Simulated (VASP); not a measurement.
Set up this calculation in VASP 6.6.1, as the native input.

```
Task                   : single point
Functional             : PBE
Potentials or basis    : VASP PAW PBE potentials, release 64 (Tl_d)
Cutoff                 : 520 eV
k mesh                 : 10 × 10 × 6
Occupations            : methfessel-paxton, width 1 eV
Spin                   : no spin polarisation
Dipole correction      : no
Further INCAR settings : ALGO = Normal; EDIFF = 1e-07; NBANDS = 20
```

The structure of Tl lies in POSCAR:

```
Tl
1.0
    3.5902820628      0.0000000000      0.0000000000
   -1.7951410314      3.1092754731      0.0000000000
    0.0000000000      0.0000000000      5.6419406004
Tl
2
Direct
    0.3333333333      0.6666666667      0.2500000000
    0.6666666667      0.3333333333      0.7500000000
```

One way to write it, as run:

INCAR

```
SYSTEM = Tl
PREC = Accurate
ENCUT = 520
EDIFF = 1E-7
ISMEAR = 1
SIGMA = 1.0
LREAL = .FALSE.
LASPH = .TRUE.
NELM = 60
ALGO = Normal
ISIF = 2
LWAVE = .FALSE.
LCHARG = .FALSE.
GGA = PE
NBANDS = 20
```

KPOINTS

```
Automatic mesh
0
G
  10 10 6
  0 0 0
```

Potentials or basis: VASP PAW PBE potentials, release 64 (Tl_d).

Command:

```sh
$ cat potpaw_PBE.64/Tl_d/POTCAR > POTCAR
$ mpirun -np 1 vasp_std > vasp.out
```

Results of the run:

The pressure is -0.1 GPa. The band gap on the k mesh is zero (band 13 reaches 8.92 eV, above the bottom of band 14 at 3.64 eV).

Caveat: spin-orbit coupling is left out, which moves the levels of the heavy elements.

Run time: 21 s on 1 thread of Intel(R) Xeon(R) 6975P-C (Granite Rapids), on a shared host, peak memory 0.2 GiB.
